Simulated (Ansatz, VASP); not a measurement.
**Sc: VASP beside Ansatz**

```
Sc
1.0
     3.47624    2.00701    8.18905
    -3.47624    2.00701    8.18905
     0.00000   -4.01402    8.18905
Sc
12
Direct
  0.07084 0.54383 0.07084
  0.07084 0.07084 0.54383
  0.54383 0.07084 0.07084
  0.92916 0.45617 0.92916
  0.45617 0.92916 0.92916
  0.92916 0.92916 0.45617
  0.22193 0.63378 0.22193
  0.22193 0.22193 0.63378
  0.63378 0.22193 0.22193
  0.77807 0.36622 0.77807
  0.36622 0.77807 0.77807
  0.77807 0.77807 0.36622
```

Alike in both runs: functional PBEsol; k mesh 3 × 3 × 3; occupations gaussian, width 0.1 eV; no spin polarisation.

Ansatz relaxed the structure, and its values are those at the end. VASP's run is a single point on that final structure, the one shown.

```csv
,VASP,Ansatz
version,VASP 6.6.1,Ansatz 0.2.0
potentials or method,"VASP PAW PBE potentials, release 64 (Sc_sv), cutoff 520 eV","scalar-relativistic, plane waves, PAW"
valence electrons in the cell,132,132
```

Ansatz gave:

* gap on the k mesh at the Fermi level (eV): none
* pressure (GPa): 0.1
* rms of the force components (eV/Å): 0.012

Q: Estimate VASP's values.

A: gap on the k mesh at the Fermi level (eV): none; pressure (GPa): 0.1; rms of the force components (eV/Å): 0.011.

VASP's potentials were made for PBE, not for PBEsol. A gap of «none» marks a metal or a gap that the smearing closes.
